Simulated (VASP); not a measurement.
# HfTa3N2 (P-62m) in VASP: single point with PBE

Aim: the single point of HfTa3N2 with PBE.

All numbers are computed with VASP 6.6.1; they aren't measurements. Logs are shortened: lines on timing, memory, paths and dates and some standing lists are left out, and cuts for length are marked.

**1. The cell of the first run**

The structure is hexagonal, space group P-62m (No. 189). Conventional cell: a = 3.990 Å, b = 3.990 Å, c = 7.027 Å, α = 90.00°, β = 90.00°, γ = 120.00°. Within 3.0 Å of Hf (site symmetry -62m) lie 6 N at 2.30 Å. Ta (site symmetry m2m) has 6 Ta at 2.30 to 2.31 Å within 3.0 Å. Within 3.0 Å of N (site symmetry -6) lie 3 N at 2.30 Å and 3 Hf at 2.30 Å.

**2. Single point, PBE**

The input, INCAR:

```
SYSTEM = HfTa3N2
  PREC = Accurate
  ENCUT = 520
  EDIFF = 1E-6
  ISMEAR = 0
  SIGMA = 0.1
  LREAL = .FALSE.
  LASPH = .TRUE.
  NELM = 80
  ALGO = Normal
  ISIF = 2
  LWAVE = .FALSE.
  LCHARG = .TRUE.
  GGA = PE
  LELF = .TRUE.
  LVHAR = .TRUE.
  NBANDS = 36
```

The input, KPOINTS:

```
regular mesh
0
G
  6 6 4
  0 0 0
```

The input, POSCAR:

```
HfTa3N2
1.0
    3.9900383500      0.0000000000      0.0000000000
   -1.9950191800      3.4554745800      0.0000000000
    0.0000000000      0.0000000000      7.0270992900
Hf Ta N
1 3 2
Direct
    0.0000000000      0.0000000000      0.5000000000
    0.6657373600      0.0000000000      0.0000000000
    0.0000000000      0.6657373600      0.0000000000
    0.3342626400      0.3342626400      0.0000000000
    0.3333333300      0.6666666700      0.5000000000
    0.6666666700      0.3333333300      0.5000000000
```

Potentials or basis: VASP PAW PBE potentials, release 64 (Hf_pv, Ta_pv, N).

Launch:

```console
cat potpaw_PBE.64/Hf_pv/POTCAR potpaw_PBE.64/Ta_pv/POTCAR potpaw_PBE.64/N/POTCAR > POTCAR
mpirun -np 1 vasp_std > vasp.out
```

OUTCAR:

```text
SYSTEM = HfTa3N2
   PREC = Accurate
   ENCUT = 520
   EDIFF = 1E-6
   ISMEAR = 0
   LREAL = .FALSE.
   LASPH = .TRUE.
   NELM = 80
   ISIF = 2
   GGA = PE

 ion  position               nearest neighbor table
   1  0.000  0.000  0.500-   5 2.30   6 2.30   6 2.30   5 2.30   6 2.30   5 2.30
   2  0.666  0.000  0.000-   3 2.30   4 2.30   3 2.30   4 2.30   4 2.31   3 2.31
   3  0.000  0.666  0.000-   4 2.30   2 2.30   4 2.30   2 2.30   2 2.31   4 2.31
   4  0.334  0.334  0.000-   3 2.30   3 2.30   2 2.30   2 2.30   2 2.31   3 2.31
   5  0.333  0.667  0.500-   1 2.30   1 2.30   1 2.30
   6  0.667  0.333  0.500-   1 2.30   1 2.30   1 2.30

  LATTYP: Found a hexagonal cell.
 ALAT       =     3.9900383500
 C/A-ratio  =     1.7611608395

  Lattice vectors:

 A1 = (   3.9900383500,   0.0000000000,   0.0000000000)
 A2 = (  -1.9950191800,   3.4554745800,   0.0000000000)
 A3 = (   0.0000000000,   0.0000000000,   7.0270992900)

Analysis of symmetry for initial positions (statically):
=====================================================================
 Subroutine PRICEL returns:
 Original cell was already a primitive cell.

 Routine SETGRP: Setting up the symmetry group for a
 hexagonal supercell.

 Subroutine GETGRP returns: Found 12 space group operations
 (whereof 12 operations were pure point group operations)
 out of a pool of 24 trial point group operations.

The static configuration has the point symmetry D_3h.

Analysis of symmetry for dynamics (positions and initial velocities):
=====================================================================
 Subroutine PRICEL returns:
 Original cell was already a primitive cell.

 Routine SETGRP: Setting up the symmetry group for a
 hexagonal supercell.

 Subroutine GETGRP returns: Found 12 space group operations
 (whereof 12 operations were pure point group operations)
 out of a pool of 24 trial point group operations.

The dynamic configuration has the point symmetry D_3h.

 Subroutine INISYM returns: Found 12 space group operations
 (whereof 12 operations are pure point group operations),
 and found     1 'primitive' translations

----------------------------------------------------------------------------------------

                                     Primitive cell

  volume of cell :      96.8860

  direct lattice vectors                    reciprocal lattice vectors
     3.990038350  0.000000000  0.000000000     0.250624158  0.144697925  0.000000000
    -1.995019180  3.455474580  0.000000000     0.000000000  0.289395849  0.000000000
     0.000000000  0.000000000  7.027099290     0.000000000  0.000000000  0.142306229

  length of vectors
     3.990038350  3.990038358  7.027099290     0.289395850  0.289395849  0.142306229

  position of ions in fractional coordinates (direct lattice)
     0.000000000  0.000000000  0.500000000
     0.665737360  0.000000000  0.000000000
     0.000000000  0.665737360  0.000000000
     0.334262640  0.334262640  0.000000000
     0.333333330  0.666666670  0.500000000
     0.666666670  0.333333330  0.500000000

  ion indices of the primitive-cell ions
   primitive index   ion index
                 1           1
                 2           2
                 3           3
                 4           4
                 5           5
                 6           6

----------------------------------------------------------------------------------------

 KPOINTS: regular mesh

Automatic generation of k-mesh.
 Grid dimensions read from file:
 generate k-points for:    6    6    4

 Generating k-lattice:

  Cartesian coordinates                     Fractional coordinates (reciprocal lattice)
     0.041770693  0.024116321  0.000000000     0.166666667  0.000000000  0.000000000
     0.000000000  0.048232642  0.000000000     0.000000000  0.166666667  0.000000000
     0.000000000  0.000000000  0.035576557     0.000000000  0.000000000  0.250000000

  Length of vectors
     0.048232642  0.048232642  0.035576557

  Shift w.r.t. Gamma in fractional coordinates (k-lattice)
     0.000000000  0.000000000  0.000000000

 Subroutine IBZKPT returns following result:
 ===========================================

 Found     21 irreducible k-points:

 Following reciprocal coordinates:
            Coordinates               Weight
  0.000000  0.000000  0.000000      1.000000
  0.166667  0.000000  0.000000      6.000000
  0.333333  0.000000  0.000000      6.000000
  0.500000  0.000000  0.000000      3.000000
  0.166667  0.166667  0.000000      6.000000
  0.333333  0.166667  0.000000     12.000000
[... 13 lines left out ...]
  0.333333  0.166667  0.500000     12.000000
  0.333333  0.333333  0.500000      2.000000
   k-points           NKPTS =     21   k-points in BZ     NKDIM =     21   number of bands    NBANDS=     36
   number of dos      NEDOS =    301   number of ions     NIONS =      6
   total plane-waves  NPLWV =  48600
   dimension x,y,z NGX =    30 NGY =   30 NGZ =   54
   dimension x,y,z NGXF=    60 NGYF=   60 NGZF=  108
   ions per type =               1   3   2
   NGX,Y,Z   is equivalent  to a cutoff of  12.50, 12.50, 12.78 a.u.
   NGXF,Y,Z  is equivalent  to a cutoff of  25.00, 25.00, 25.55 a.u.
 SYSTEM =  HfTa3N2
   PREC   = accura    normal or accurate (medium, high low for compatibility)
   ISTART =      0    job   : 0-new  1-cont  2-samecut
   ICHARG =      2    charge: 1-file 2-atom 10-const
   ISPIN  =      1    spin polarized calculation?
   LNONCOLLINEAR =      F non collinear calculations
   LSORBIT =      F    spin-orbit coupling
   LASPH  =      T    aspherical Exc in radial PAW
   ENCUT  =  520.0 eV  38.22 Ry    6.18 a.u.   7.42  7.42 13.07*2*pi/ulx,y,z
   NELM   =     80;   NELMIN=  2; NELMDL= -5     # of ELM steps
   EDIFF  = 0.1E-05   stopping-criterion for ELM
   LREAL  =      F    real-space projection
   EDIFFG = 0.1E-04   stopping-criterion for IOM
   NSW    =      0    number of steps for IOM
   IBRION =     -1    ionic relax: 0-MD 1-quasi-New 2-CG
   NFREE  =      0    steps in history (QN), initial steepest desc. (CG)
   ISIF   =      2    stress and relaxation
   ISYM   =      2    0-nonsym 1-usesym 2-fastsym
   POTIM  = 0.5000    time-step for ionic-motion
   TEBEG  =    0.0;   TEEND  =   0.0 temperature during run
   PSTRESS=    0.0 pullay stress
   NELECT =      53.0000    total number of electrons
   NUPDOWN=      -1.0000    fix difference up-down
   EMIN   =  10.00;   EMAX   =-10.00  energy-range for DOS
   EFERMI =   0.00;   METHOD = LEGACY
   ISMEAR =     0;   SIGMA  =   0.10  broadening in eV -4-tet -1-fermi 0-gaus
   EFERMI_NEDOS =   21; number of points for ismear=-14 and -15
   IALGO  =     38    algorithm
   IMIX   =      4    mixing-type and parameters
     AMIX     =   0.40;   BMIX     =  1.00
     AMIX_MAG =   1.60;   BMIX_MAG =  1.00
  volume/ion in A,a.u.               =      16.15       108.97
  Fermi-wavevector in a.u.,A,eV,Ry     =   1.338895  2.530145 24.390343  1.792640
  Thomas-Fermi vector in A             =   2.467329
   LORBIT       =      0    0 simple, 1 ext, 2 COOP (PROOUT), +10 PAW based schemes
   GGA     = PE    functional components
   LHFCALC =     F    Hartree Fock is set to
   AEXX    =    0.0000 exact exchange contribution
   IVDW    =     0    specifies the selected vdW correction
   LEPSILON=     F    determine dielectric tensor
   LRPA    =     F    only Hartree local field effects (RPA)
 non-spin polarized calculation
 Gauss-broadening in eV      SIGMA  =   0.10
  energy-cutoff  :      520.00
  volume of cell :       96.89
 maximum number of plane-waves:      2642
 NGX is ok and might be reduce to    30
   NGX = 15   NGY = 15   NGZ = 27

 number of electron      53.0000013 magnetization

 Free energy of the ion-electron system (eV)
  ---------------------------------------------------
  ext. energy  EPLUGINS =         0.00000000
  ---------------------------------------------------
  free energy    TOTEN  =       -45.11949923 eV

  energy without entropy =      -45.09189365  energy(sigma->0) =      -45.10569644

 E-fermi :   4.4608     XC(G=0): -11.4072

 val. band max:        4.4558098970   @ k =   0.3333   0.3333   0.0000
 cond. band min:       4.5644324809   @ k =   0.5000   0.0000   0.2500
 fundamental gap:      0.1086225839
 Fermi energy:         4.4608104667

 k-point     1 :       0.0000    0.0000    0.0000
  band No.  band energies     occupation
      1     -31.6142      2.00000
      2     -31.5611      2.00000
      3     -31.5611      2.00000
      4     -31.5081      2.00000
      5     -30.2546      2.00000
      6     -28.7881      2.00000
[... 28 lines left out ...]
     35       7.2888      0.00000
     36       7.6367      0.00000

 k-point     2 :       0.1667    0.0000    0.0000
  band No.  band energies     occupation
      1     -32.4606      2.00000
      2     -32.1951      2.00000
      3     -30.4507      2.00000
      4     -30.2661      2.00000
      5     -30.1498      2.00000
      6     -28.8639      2.00000
[... 28 lines left out ...]
     35       7.6668      0.00000
     36       7.7046      0.00000

 k-point     3 :       0.3333    0.0000    0.0000
  band No.  band energies     occupation
      1     -33.0356      2.00000
      2     -31.9418      2.00000
      3     -29.8636      2.00000
      4     -29.2695      2.00000
      5     -29.1237      2.00000
      6     -29.1080      2.00000
[... 28 lines left out ...]
     35       8.2077      0.00000
     36       8.5551      0.00000
[... 625 lines left out ...]
 k-point    20 :       0.3333    0.1667    0.5000
  band No.  band energies     occupation
      1     -32.8399      2.00000
      2     -31.8351      2.00000
      3     -30.4122      2.00000
      4     -29.6203      2.00000
      5     -29.2505      2.00000
      6     -29.0427      2.00000
[... 28 lines left out ...]
     35       9.1708      0.00000
     36       9.5501      0.00000

 k-point    21 :       0.3333    0.3333    0.5000
  band No.  band energies     occupation
      1     -31.8871      2.00000
      2     -31.8871      2.00000
      3     -31.8446      2.00000
      4     -29.3146      2.00000
      5     -29.3146      2.00000
      6     -29.2958      2.00000
[... 28 lines left out ...]
     35       9.7962      0.00000
     36      10.0892      0.00000

------------------------ aborting loop because EDIFF is reached ----------------------------------------

  FORCE on cell =-STRESS in cart. coord.  units (eV):
  Direction    XX          YY          ZZ          XY          YZ          ZX
  --------------------------------------------------------------------------------------
  -------------------------------------------------------------------------------------
  Total       54.7729439     54.7729441     -5.1470409     -0.0000001     -0.0000000     -0.0000000
  in kB      905.7655607    905.7655643    -85.1152429     -0.0000013     -0.0000000     -0.0000000
  external PRESSURE =     575.4719607 kB  Pullay stress =       0.0000000 kB

 VOLUME and BASIS-vectors are now :
 -----------------------------------------------------------------------------
  energy-cutoff  :      520.00
  volume of cell :       96.89
      direct lattice vectors                 reciprocal lattice vectors
     3.990038350  0.000000000  0.000000000     0.250624158  0.144697925  0.000000000
    -1.995019180  3.455474580  0.000000000     0.000000000  0.289395849  0.000000000
     0.000000000  0.000000000  7.027099290     0.000000000  0.000000000  0.142306229

 POSITION                                       TOTAL-FORCE (eV/Angst)
 -----------------------------------------------------------------------------------
      0.00000      0.00000      3.51355        -0.000000      0.000000     -0.000000
      2.65632      0.00000      0.00000         0.912140      0.000000      0.000000
     -1.32816      2.30044      0.00000        -0.456070      0.789937     -0.000000
      0.66686      1.15504      0.00000        -0.456070     -0.789937      0.000000
     -0.00000      2.30365      3.51355        -0.000000      0.000000     -0.000000
      1.99502      1.15182      3.51355        -0.000000      0.000000     -0.000000
 -----------------------------------------------------------------------------------
    total drift:                               -0.000000     -0.000000      0.000000

  FREE ENERGIE OF THE ION-ELECTRON SYSTEM (eV)
  ---------------------------------------------------
  free  energy   TOTEN  =       -45.1194992297 eV

  energy  without entropy=      -45.0918936477  energy(sigma->0) =      -45.10569644
```

Wall time 2.3 min (1 thread of AMD EPYC 7R13 (Zen 3), shared host); peak memory 0.21 GiB.

Results:

```yaml
Free_energy: -45.1195 eV
Pressure: 57.5 GPa
Largest_force: 0.912 eV/Å
```

Forces in eV/Å, atoms in the order of the input:
```
Hf   0.000  0.000  0.000
Ta   0.912  0.000  0.000
Ta  -0.456  0.790  0.000
Ta  -0.456 -0.790  0.000
N    0.000  0.000  0.000
N    0.000  0.000  0.000
```

Stress tensor (GPa, compression positive):
```
90.58  0.00  0.00
 0.00 90.58  0.00
 0.00  0.00 -8.51
```

Levels at points of the mesh, in eV from the Fermi level:
```tsv
k point	band 22	band 23	band 24	band 25	band 26	band 27	band 28	band 29	band 30	band 31
(0.00, 0.00, 0.00)	-1.98	-1.96	0.65	0.75	0.75	0.87	0.87	1.28	1.45	1.45
(0.50, 0.00, 0.00)	-2.32	-2.15	-1.59	-1.33	-0.66	-0.51	-0.40	-0.24	0.63	2.23
(0.00, 0.00, 0.50)	-1.94	-1.16	-1.12	0.43	0.75	0.75	0.93	0.93	1.35	1.35
(0.50, 0.00, 0.50)	-2.34	-2.30	-2.18	-0.88	-0.65	-0.65	0.20	0.55	0.58	1.40
```

Caveat: spin-orbit coupling is left out, which moves the levels of the heavy elements.
